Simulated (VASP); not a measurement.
Here is a VASP 6.6.1 calculation.

File INCAR:

```
ALGO     = Fast           # electronic algorithm
EDIFF    = 1E-7           # SCF threshold, eV
EDIFFG   = -0.04          # ionic threshold
ENCUT    = 600            # plane-wave cutoff, eV
GGA      = PE             # functional
IBRION   = 2              # ionic algorithm
ISIF     = 3              # what is computed and relaxed
ISMEAR   = 0              # smearing method
LASPH    = T              # aspherical terms in the spheres
LCHARG   = F              # write CHGCAR
LREAL    = F              # projectors in reciprocal space
LWAVE    = F              # write WAVECAR
NELM     = 60             # most SCF steps
NSW      = 90             # ionic steps
PREC     = Accurate       # precision mode
SIGMA    = 0.1            # smearing width, eV
```

The input KPOINTS:

```
k-points
0
Gamma
  6 6 2
```

Contents of POSCAR:

```
TaGaMo3
1.0
    4.9982721653      0.0000000000      0.0000000000
   -2.4991360827      4.3286306702      0.0000000000
    0.0000000000      0.0000000000      8.4883559682
Ta Ga Mo
2 2 6
Direct
    0.0000000000      0.0000000000      0.2500000000
    0.0000000000      0.0000000000      0.7500000000
    0.3333333333      0.6666666667      0.2500000000
    0.6666666667      0.3333333333      0.7500000000
    0.5000000000      0.0000000000      0.0000000000
    0.0000000000      0.5000000000      0.0000000000
    0.5000000000      0.5000000000      0.0000000000
    0.5000000000      0.0000000000      0.5000000000
    0.0000000000      0.5000000000      0.5000000000
    0.5000000000      0.5000000000      0.5000000000
```

Potentials or basis: VASP PAW PBE potentials, release 64 (Ta_pv, Ga_d, Mo_sv).

The run is started by

```console
$ cat potpaw_PBE.64/Ta_pv/POTCAR potpaw_PBE.64/Ga_d/POTCAR potpaw_PBE.64/Mo_sv/POTCAR > POTCAR
$ mpirun -np 1 vasp_std > vasp.out
```

(1) What does it give for the space group after relaxing (to 0.1 Å)?

(2) What does it give for the relaxed volume?

Results:

(1) P6_3/mmc (No. 194).

(2) 18.62 Å³/atom.

Caveat: the k points lie up to 0.37 Å⁻¹ apart in the final cell, too coarse for converged energies and pressures of a metal.
